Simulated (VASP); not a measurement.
Pb, 2 atoms in the cell. Symmetry: P6_3/mmc, No. 194, hexagonal system. Conventional cell: a = 3.480 Å, b = 3.480 Å, c = 5.478 Å, α = 90.00°, β = 90.00°, γ = 120.00°. Pb (site symmetry -6m2) has 12 Pb at 3.40 to 3.48 Å within 4.5 Å. This isn't the form of Pb at room conditions, which is fcc. This cell differs from its parent crystal: zz strain of -2 %.

```yaml
Program: VASP 6.6.1
Task: electric field gradients
Functional: PBEsol
Potentials_or_basis: VASP PAW PBE potentials, release 64 (Pb_d)
Cutoff: 520 eV
k_mesh: 12 × 12 × 7
Occupations: fermi-dirac, width 0.05 eV
Spin: no spin polarisation
Dipole_correction: no
Further_INCAR_settings: ALGO = Normal; EDIFF = 1e-08; NBANDS = 21
```

Potentials or basis: VASP PAW PBE potentials, release 64 (Pb_d).

Command:

```sh
$ cat potpaw_PBE.64/Pb_d/POTCAR > POTCAR
$ mpirun -np 1 vasp_std > vasp.out
```

Hardware: 1 thread of Intel(R) Xeon(R) 6975P-C (Granite Rapids), with other jobs on the host.

Problem. How long does it take, and how much memory?

Solution. Run time: 33 s on 1 thread of Intel(R) Xeon(R) 6975P-C (Granite Rapids) (shared host), peak memory 0.21 GiB. Counts: scf iterations 13, k points 76.
